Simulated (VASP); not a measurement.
## ScAlN2: single point with PBE

The system is ScAlN2.

```
CELL_PARAMETERS angstrom
2.12257 1.22546 4.21851
-2.12257 1.22546 4.21851
0.00000 -2.45093 4.21851
ATOMIC_POSITIONS crystal
Sc 0.50000 0.50000 0.50000
Al 0.00000 0.00000 0.00000
N 0.18685 0.18685 0.18685
N 0.81315 0.81315 0.81315
```

- Program: VASP 6.6.1
- Task: single point
- Functional: PBE
- Potentials or basis: VASP PAW PBE potentials, release 64 (Sc_sv, Al, N)
- Cutoff: 520 eV
- k mesh: 6 × 6 × 6
- Occupations: gaussian, width 0.1 eV
- Spin: no spin polarisation
- Dipole correction: no
- Further INCAR settings: ALGO = Normal; EDIFF = 1e-06; NBANDS = 20

```
Pressure               : -17.5 GPa
Largest force          : 0.679 eV/Å
Band gap on the k mesh : zero (band 12 reaches 4.28 eV, above the bottom of band 13 at 3.51 eV)
```

Forces in eV/Å, atoms in the order of the input:
```
Sc   0.000  0.000  0.000
Al   0.000  0.000  0.000
N    0.000  0.000 -0.679
N    0.000  0.000  0.679
```

Stress tensor (GPa, compression positive):
```
-14.32   0.00   0.00
  0.00 -14.32   0.00
  0.00   0.00 -23.82
```

Levels at points of the mesh, in eV from the Fermi level:
```tsv
k point	band 8	band 9	band 10	band 11	band 12	band 13	band 14	band 15	band 16	band 17
(0.00, 0.00, 0.00)	-3.66	-3.66	-3.45	-1.13	0.17	0.17	1.55	1.55	3.16	3.32
(0.50, 0.00, 0.00)	-3.62	-3.24	-3.09	-0.62	-0.62	0.17	0.53	0.55	2.83	3.24
(0.50, 0.50, 0.00)	-3.42	-2.95	-2.54	-0.38	0.12	0.82	1.20	1.75	1.93	3.02
(0.50, 0.50, 0.50)	-3.75	-3.75	-0.84	-0.03	-0.03	1.50	1.50	1.60	1.65	4.95
```

It took 31 s on 1 thread of Intel(R) Xeon(R) 6975P-C (Granite Rapids) (shared host), peak memory 0.22 GiB.
